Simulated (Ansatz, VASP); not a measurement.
## Si in VASP and in Ansatz

```
Si
1.0
    -2.56108    2.56108    1.38244
     2.56108   -2.56108    1.38244
     2.56108    2.56108   -1.38244
Si
2
Direct
  0.25000 0.75000 0.50000
  0.50000 0.50000 0.00000
```

Change from the starting cell: strain +0.080 along x and y, +0.040 along z, atoms carried along.

Alike in both runs: task single point; functional r2SCAN; k mesh 20 × 20 × 20; occupations gaussian, width 0.15 eV; no spin polarisation.

|  | VASP | Ansatz |
| --- | --- | --- |
| version | VASP 6.6.1 | Ansatz 0.2.0 |
| potentials or method | VASP PAW PBE potentials, release 64 (Si), cutoff 520 eV | scalar-relativistic, plane waves, PAW |
| valence electrons in the cell | 8 | 8 |

Ansatz gave:

```
gap on the k mesh at the Fermi level (eV)                     : none
pressure (GPa)                                                : -13.1
traceless stress, the component that is largest in VASP (GPa) : 1.62
```

Task: Which values does VASP return?

Result: gap on the k mesh at the Fermi level (eV): none; pressure (GPa): -13.2; traceless stress, the component that is largest in VASP (GPa): 1.64.

VASP's potentials were made for PBE, not for r2SCAN. A gap of «none» marks a metal or a gap that the smearing closes.
